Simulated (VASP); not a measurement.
# H2CO in VASP: relaxation of the atoms with LDA

Aim: the relaxation of the atoms of H2CO with LDA.

Everything below comes from runs of VASP 6.6.1. Logs are shortened: lines on timing, memory, paths and dates and some standing lists are left out, and cuts for length are marked.

### 1 The cell of the first run

The cell holds an amorphous packing of atoms, 32 atoms: a = 7.873 Å, b = 7.873 Å, c = 7.873 Å, α = 90.00°, β = 90.00°, γ = 90.00°.

### 2 Relaxation of the atoms, LDA

File INCAR:

```
SYSTEM = H2CO
PREC     = Accurate       ! precision mode
ENCUT    = 520            ! plane-wave cutoff, eV
EDIFF    = 1E-7           ! SCF threshold, eV
ISMEAR   = -1             ! smearing method
SIGMA    = 0.02           ! smearing width, eV
LREAL    = Auto         
LASPH    = .TRUE.         ! aspherical terms in the spheres
NELM     = 100            ! most SCF steps
ALGO     = Normal         ! electronic algorithm
ISIF     = 2              ! what is computed and relaxed
LWAVE    = .FALSE.        ! write WAVECAR
LCHARG   = .FALSE.        ! write CHGCAR
GGA      = CA             ! functional
IBRION   = 2              ! ionic algorithm
NSW      = 35             ! ionic steps
EDIFFG   = -0.3           ! ionic threshold
```

File KPOINTS:

```
regular mesh
0
G
  1 1 1
  0 0 0
```

File POSCAR:

```
H2CO
1.0
    7.8729940000      0.0000000000      0.0000000000
    0.0000000000      7.8729940000      0.0000000000
    0.0000000000      0.0000000000      7.8729940000
O C H
8 8 16
Direct
    0.4423496000      0.6995363000      0.6611759000
    0.6134913000      0.1867299000      0.6155013000
    0.5593144000      0.7130791000      0.2105032000
   -0.0396051000      0.9607451000      0.3686471000
    0.1806708000      0.5677659000      0.9556357000
    0.9455128000      0.3471469000      0.3609462000
    0.5525503000      0.0869575000      0.1111971000
    0.8931121000      0.1109563000      1.0032284000
    0.3575884000      0.8292691000      0.6597209000
    0.5195138000      0.3078920000      0.6379765000
    0.5779798000      0.7092774000      0.0567036000
    0.0109623000      0.9067019000      0.2324875000
    0.0762143000      0.4628494000      0.9098260000
    0.8614537000      0.4281132000      0.2589869000
    0.6085618000      0.0770035000      0.2553525000
    0.8227114000      0.0718708000      0.8708153000
    0.2208946000      0.8294581000      0.6908626000
    0.4126483000      0.9540265000      0.6271778000
    0.4085126000      0.3014107000      0.7233684000
    0.5400047000      0.4310652000      0.5742306000
    0.5339474000      0.8132414000     -0.0264089000
    0.6399890000      0.6016519000     -0.0083093000
    0.0808692000      0.9872857000      0.1415242000
   -0.0102429000      0.7740688000      0.1923148000
   -0.0582683000      0.4959867000      0.8881143000
    0.1100943000      0.3286663000      0.8874182000
    0.8647488000      0.5681846000      0.2540688000
    0.7772009000      0.3660208000      0.1657075000
    0.5435222000      0.0039757000      0.3558107000
    0.7275466000      0.1404445000      0.2937313000
    0.8582121000      0.1289022000      0.7477617000
    0.7194074000     -0.0228040000      0.8663410000
```

Potentials or basis: VASP PAW LDA potentials, release 64 (O, C, H).

Started as:

```sh
$ cat potpaw_LDA.64/O/POTCAR potpaw_LDA.64/C/POTCAR potpaw_LDA.64/H/POTCAR > POTCAR
$ mpirun -np 1 vasp_gam > vasp.out
```

OUTCAR:

```text
SYSTEM = H2CO
   PREC = Accurate
   ENCUT = 520
   EDIFF = 1E-7
   ISMEAR = -1
   LREAL = Auto
   LASPH = .TRUE.
   NELM = 100
   ISIF = 2
   GGA = CA
   IBRION = 2
   NSW = 35
   EDIFFG = -0.3

 ion  position               nearest neighbor table
   1  0.442  0.700  0.661-   9 1.22
   2  0.613  0.187  0.616-  10 1.22
   3  0.559  0.713  0.211-  11 1.22
   4  0.960  0.961  0.369-  12 1.22
   5  0.181  0.568  0.956-  13 1.22
   6  0.946  0.347  0.361-  14 1.22
   7  0.553  0.087  0.111-  15 1.22
   8  0.893  0.111  0.003-  16 1.22
   9  0.358  0.829  0.660-  17 1.10  18 1.10   1 1.22
  10  0.520  0.308  0.638-  19 1.10  20 1.10   2 1.22
  11  0.578  0.709  0.057-  21 1.10  22 1.10   3 1.22
  12  0.011  0.907  0.232-  23 1.10  24 1.10   4 1.22
  13  0.076  0.463  0.910-  25 1.10  26 1.10   5 1.22
  14  0.861  0.428  0.259-  27 1.10  28 1.10   6 1.22
  15  0.609  0.077  0.255-  29 1.10  30 1.10   7 1.22
  16  0.823  0.072  0.871-  32 1.10  31 1.10   8 1.22
  17  0.221  0.829  0.691-   9 1.10
  18  0.413  0.954  0.627-   9 1.10
  19  0.409  0.301  0.723-  10 1.10
  20  0.540  0.431  0.574-  10 1.10
  21  0.534  0.813  0.974-  11 1.10
  22  0.640  0.602  0.992-  11 1.10
[... 8 lines left out ...]
  31  0.858  0.129  0.748-  16 1.10
  32  0.719  0.977  0.866-  16 1.10

  LATTYP: Found a simple cubic cell.
 ALAT       =     7.8729940000

  Lattice vectors:

 A1 = (   7.8729940000,   0.0000000000,   0.0000000000)
 A2 = (   0.0000000000,   7.8729940000,   0.0000000000)
 A3 = (   0.0000000000,   0.0000000000,   7.8729940000)

Analysis of symmetry for initial positions (statically):
=====================================================================
 Subroutine PRICEL returns:
 Original cell was already a primitive cell.

 Routine SETGRP: Setting up the symmetry group for a
 simple cubic supercell.

 Subroutine GETGRP returns: Found  1 space group operations
 (whereof  1 operations were pure point group operations)
 out of a pool of 48 trial point group operations.

The static configuration has the point symmetry C_1 .

Analysis of symmetry for dynamics (positions and initial velocities):
=====================================================================
 Subroutine PRICEL returns:
 Original cell was already a primitive cell.

 Routine SETGRP: Setting up the symmetry group for a
 simple cubic supercell.

 Subroutine GETGRP returns: Found  1 space group operations
 (whereof  1 operations were pure point group operations)
 out of a pool of 48 trial point group operations.

The dynamic configuration has the point symmetry C_1 .

 Subroutine INISYM returns: Found  1 space group operations
 (whereof  1 operations are pure point group operations),
 and found     1 'primitive' translations

----------------------------------------------------------------------------------------

                                     Primitive cell

  volume of cell :     487.9999

  direct lattice vectors                    reciprocal lattice vectors
     7.872994000  0.000000000  0.000000000     0.127016482  0.000000000  0.000000000
     0.000000000  7.872994000  0.000000000     0.000000000  0.127016482  0.000000000
     0.000000000  0.000000000  7.872994000     0.000000000  0.000000000  0.127016482

  length of vectors
     7.872994000  7.872994000  7.872994000     0.127016482  0.127016482  0.127016482

  position of ions in fractional coordinates (direct lattice)
     0.442349600  0.699536300  0.661175900
     0.613491300  0.186729900  0.615501300
     0.559314400  0.713079100  0.210503200
     0.960394900  0.960745100  0.368647100
     0.180670800  0.567765900  0.955635700
     0.945512800  0.347146900  0.360946200
[... 24 lines left out ...]
     0.858212100  0.128902200  0.747761700
     0.719407400  0.977196000  0.866341000

  ion indices of the primitive-cell ions
   primitive index   ion index
                 1           1
                 2           2
                 3           3
                 4           4
                 5           5
                 6           6
[... 24 lines left out ...]
                31          31
                32          32

----------------------------------------------------------------------------------------

 KPOINTS: regular mesh

Automatic generation of k-mesh.
 Grid dimensions read from file:
 generate k-points for:    1    1    1

 Generating k-lattice:

  Cartesian coordinates                     Fractional coordinates (reciprocal lattice)
     0.127016482  0.000000000  0.000000000     1.000000000  0.000000000  0.000000000
     0.000000000  0.127016482  0.000000000     0.000000000  1.000000000  0.000000000
     0.000000000  0.000000000  0.127016482     0.000000000  0.000000000  1.000000000

  Length of vectors
     0.127016482  0.127016482  0.127016482

  Shift w.r.t. Gamma in fractional coordinates (k-lattice)
     0.000000000  0.000000000  0.000000000

 Subroutine IBZKPT returns following result:
 ===========================================

 Found      1 irreducible k-points:

 Following reciprocal coordinates:
            Coordinates               Weight
  0.000000  0.000000  0.000000      1.000000
   k-points           NKPTS =      1   k-points in BZ     NKDIM =      1   number of bands    NBANDS=     65
   number of dos      NEDOS =    301   number of ions     NIONS =     32
   total plane-waves  NPLWV = 216000
   dimension x,y,z NGX =    60 NGY =   60 NGZ =   60
   dimension x,y,z NGXF=   120 NGYF=  120 NGZF=  120
   ions per type =               8   8  16
   NGX,Y,Z   is equivalent  to a cutoff of  12.67, 12.67, 12.67 a.u.
   NGXF,Y,Z  is equivalent  to a cutoff of  25.34, 25.34, 25.34 a.u.
 SYSTEM =  H2CO
   PREC   = accura    normal or accurate (medium, high low for compatibility)
   ISTART =      0    job   : 0-new  1-cont  2-samecut
   ICHARG =      2    charge: 1-file 2-atom 10-const
   ISPIN  =      1    spin polarized calculation?
   LNONCOLLINEAR =      F non collinear calculations
   LSORBIT =      F    spin-orbit coupling
   LASPH  =      T    aspherical Exc in radial PAW
   ENCUT  =  520.0 eV  38.22 Ry    6.18 a.u.  14.64 14.64 14.64*2*pi/ulx,y,z
   NELM   =    100;   NELMIN=  2; NELMDL= -5     # of ELM steps
   EDIFF  = 0.1E-06   stopping-criterion for ELM
   LREAL  =      T    real-space projection
   EDIFFG = -.3E+00   stopping-criterion for IOM
   NSW    =     35    number of steps for IOM
   IBRION =      2    ionic relax: 0-MD 1-quasi-New 2-CG
   NFREE  =      1    steps in history (QN), initial steepest desc. (CG)
   ISIF   =      2    stress and relaxation
   ISYM   =      2    0-nonsym 1-usesym 2-fastsym
   POTIM  = 0.5000    time-step for ionic-motion
   TEBEG  =    0.0;   TEEND  =   0.0 temperature during run
   PSTRESS=    0.0 pullay stress
   NELECT =      96.0000    total number of electrons
   NUPDOWN=      -1.0000    fix difference up-down
   EMIN   =  10.00;   EMAX   =-10.00  energy-range for DOS
   EFERMI =   0.00;   METHOD = LEGACY
   ISMEAR =    -1;   SIGMA  =   0.02  broadening in eV -4-tet -1-fermi 0-gaus
   EFERMI_NEDOS =   21; number of points for ismear=-14 and -15
   IALGO  =     38    algorithm
   IMIX   =      4    mixing-type and parameters
     AMIX     =   0.40;   BMIX     =  1.00
     AMIX_MAG =   1.60;   BMIX_MAG =  1.00
  volume/ion in A,a.u.               =      15.25       102.91
  Fermi-wavevector in a.u.,A,eV,Ry     =   0.952121  1.799247 12.334140  0.906534
  Thomas-Fermi vector in A             =   2.080654
   LORBIT       =      0    0 simple, 1 ext, 2 COOP (PROOUT), +10 PAW based schemes
   GGA     = CA    functional components
   LHFCALC =     F    Hartree Fock is set to
   AEXX    =    0.0000 exact exchange contribution
   IVDW    =     0    specifies the selected vdW correction
   LEPSILON=     F    determine dielectric tensor
   LRPA    =     F    only Hartree local field effects (RPA)
 conjugate gradient relaxation of ions
 non-spin polarized calculation
  energy-cutoff  :      520.00
  volume of cell :      488.00
 maximum number of plane-waves:      6603
 NGX is ok and might be reduce to    60
   NGX = 29   NGY = 29   NGZ = 29

--------------------------------------- Ionic step        1  -------------------------------------------

 number of electron      96.0000000 magnetization

 Free energy of the ion-electron system (eV)
  ---------------------------------------------------
  ext. energy  EPLUGINS =         0.00000000
  ---------------------------------------------------
  free energy    TOTEN  =      -187.72632777 eV

  energy without entropy =     -187.72632777  energy(sigma->0) =     -187.72632777

------------------------ aborting loop because EDIFF is reached ----------------------------------------

  FORCE on cell =-STRESS in cart. coord.  units (eV):
  Direction    XX          YY          ZZ          XY          YZ          ZX
  --------------------------------------------------------------------------------------
  -------------------------------------------------------------------------------------
  Total       -0.1220261      0.8721443     -3.8015660      1.4114124     -1.0448196     -0.9464123
  in kB       -0.4006302      2.8633813    -12.4811143      4.6338797     -3.4303001     -3.1072143
  external PRESSURE =      -3.3394544 kB  Pullay stress =       0.0000000 kB
[... 179 lines left out ...]
  FREE ENERGIE OF THE ION-ELECTRON SYSTEM (eV)
  ---------------------------------------------------
  free  energy   TOTEN  =      -187.7972313572 eV

  energy  without entropy=     -187.7972313571  energy(sigma->0) =     -187.79723136

[... ionic steps 4 to 8 ...]

--------------------------------------- Ionic step        9  -------------------------------------------

 number of electron      96.0000001 magnetization

------------------------ aborting loop because EDIFF is reached ----------------------------------------
[... 127 lines left out ...]
--------------------------------------- Ionic step       11  -------------------------------------------

 number of electron      95.9999998 magnetization

 Free energy of the ion-electron system (eV)
  ---------------------------------------------------
  ext. energy  EPLUGINS =         0.00000000
  ---------------------------------------------------
  free energy    TOTEN  =      -187.88822783 eV

  energy without entropy =     -187.88822783  energy(sigma->0) =     -187.88822783

 E-fermi :  -2.3662     XC(G=0):  -6.4352

 val. band max:       -2.9034468955   @ k =   0.0000   0.0000   0.0000
 cond. band min:      -0.5015897316   @ k =   0.0000   0.0000   0.0000
 fundamental gap:      2.4018571639
 Fermi energy:        -2.3661933193

 k-point     1 :       0.0000    0.0000    0.0000
  band No.  band energies     occupation
      1     -24.0879      2.00000
      2     -24.0406      2.00000
      3     -24.0213      2.00000
      4     -23.9809      2.00000
      5     -23.8225      2.00000
      6     -23.7155      2.00000
[... 52 lines left out ...]
     59       3.0736      0.00000
     60       3.1333      0.00000
 [bands above 60 left out]

------------------------ aborting loop because EDIFF is reached ----------------------------------------

  FORCE on cell =-STRESS in cart. coord.  units (eV):
  Direction    XX          YY          ZZ          XY          YZ          ZX
  --------------------------------------------------------------------------------------
  -------------------------------------------------------------------------------------
  Total       -1.6151952     -1.8027923     -1.4088977     -0.5365752     -0.1903437      0.0703815
  in kB       -5.3029292     -5.9188388     -4.6256236     -1.7616573     -0.6249271      0.2310731
  external PRESSURE =      -5.2824639 kB  Pullay stress =       0.0000000 kB
[... 47 lines left out ...]
  FREE ENERGIE OF THE ION-ELECTRON SYSTEM (eV)
  ---------------------------------------------------
  free  energy   TOTEN  =      -187.8882278293 eV

  energy  without entropy=     -187.8882278293  energy(sigma->0) =     -187.88822783

 reached required accuracy - stopping structural energy minimisation
```

Run time: 5.9 min. Hardware: 1 thread of Intel Xeon Platinum 8375C at 2.90GHz (Ice Lake), shared host; peak memory 0.36 GiB.

Results:

```
Free energy                  : -187.8882 eV
Energy gained by relaxing    : 5.1 meV/atom
Ionic steps                  : 11
Pressure after relaxing      : -0.5 GPa
Largest force after relaxing : 0.217 eV/Å
Band gap on the k mesh       : 2.40 eV
```

Forces in eV/Å, atoms in the order of the input:
```
O    0.073 -0.096  0.065
O    0.011 -0.038 -0.098
O    0.027 -0.054  0.103
O    0.014 -0.056  0.077
O    0.049  0.011 -0.026
O    0.030 -0.033  0.069
O   -0.022  0.107 -0.056
O    0.064  0.092  0.023
C    0.106 -0.106  0.058
C   -0.063 -0.050  0.048
C    0.100 -0.012  0.098
C   -0.020 -0.059  0.057
C   -0.001  0.076  0.061
C    0.010 -0.006  0.029
C   -0.050 -0.096 -0.037
C   -0.028  0.083  0.019
H    0.025  0.109 -0.066
H   -0.116 -0.009  0.000
H   -0.050  0.190  0.008
H   -0.045  0.024  0.026
H   -0.016 -0.069  0.011
H   -0.111  0.049 -0.168
H    0.106 -0.021  0.165
H    0.052  0.036 -0.207
H   -0.044 -0.120 -0.026
H   -0.009  0.016 -0.008
H   -0.104 -0.005 -0.075
H   -0.038  0.174 -0.064
H    0.029 -0.011  0.128
H   -0.028 -0.070 -0.028
H   -0.025 -0.097 -0.155
H    0.071  0.041 -0.030
```

Stress tensor (GPa, compression positive):
```
-0.53 -0.18  0.02
-0.18 -0.59 -0.06
 0.02 -0.06 -0.46
```

The path:
```tsv
step	energy change (eV)	largest force (eV/Å)	pressure (GPa)
1	0.0000	1.3417	-0.33
2	2.3203	12.2000	5.98
3	-0.0709	0.4442	0.39
4	-0.1024	0.5354	-1.12
5	-0.1107	0.3224	-0.65
6	-0.1251	0.4524	-0.80
7	-0.1251	0.4336	-0.79
8	-0.1347	0.3627	-0.74
9	-0.1401	0.4368	-0.67
10	-0.1487	0.3303	-0.63
11	-0.1619	0.2166	-0.53
```

Final structure:
```cif
data_structure
_symmetry_space_group_name_H-M 'P 1'
_symmetry_Int_Tables_number 1
_cell_length_a 7.8730
_cell_length_b 7.8730
_cell_length_c 7.8730
_cell_angle_alpha 90.000
_cell_angle_beta 90.000
_cell_angle_gamma 90.000
_cell_volume 488.00
loop_
_atom_site_label
_atom_site_type_symbol
_atom_site_fract_x
_atom_site_fract_y
_atom_site_fract_z
_atom_site_occupancy
O1 O 0.44210 0.70055 0.66415 1
O2 O 0.60879 0.18679 0.61519 1
O3 O 0.56310 0.70982 0.20921 1
O4 O 0.96004 0.95390 0.37001 1
O5 O 0.17861 0.56868 0.95469 1
O6 O 0.94302 0.34906 0.35909 1
O7 O 0.54838 0.08766 0.11336 1
O8 O 0.89309 0.11645 0.99940 1
C1 C 0.35763 0.82902 0.65935 1
C2 C 0.51857 0.30973 0.63723 1
C3 C 0.57648 0.70800 0.05651 1
C4 C 0.01322 0.90662 0.23407 1
C5 C 0.07734 0.46257 0.90941 1
C6 C 0.86053 0.43000 0.25851 1
C7 C 0.60790 0.07784 0.25535 1
C8 C 0.82402 0.07249 0.86888 1
H1 H 0.21884 0.82518 0.69133 1
H2 H 0.41790 0.95402 0.62598 1
H3 H 0.40755 0.30122 0.72573 1
H4 H 0.54124 0.43389 0.57229 1
H5 H 0.53159 0.81708 0.97662 1
H6 H 0.64020 0.59801 0.99114 1
H7 H 0.08805 0.98960 0.14641 1
H8 H 0.98806 0.77292 0.18971 1
H9 H 0.94022 0.49702 0.88925 1
H10 H 0.11236 0.32636 0.88787 1
H11 H 0.86559 0.57251 0.25644 1
H12 H 0.77596 0.36335 0.16424 1
H13 H 0.54145 0.00235 0.35524 1
H14 H 0.73078 0.13919 0.29287 1
H15 H 0.86008 0.12916 0.74422 1
H16 H 0.71881 0.97644 0.86869 1
```

Caveat: the k points lie up to 0.80 Å⁻¹ apart; the relaxation stopped at a loose force limit of 0.3 eV/Å, so its end isn't a converged minimum.
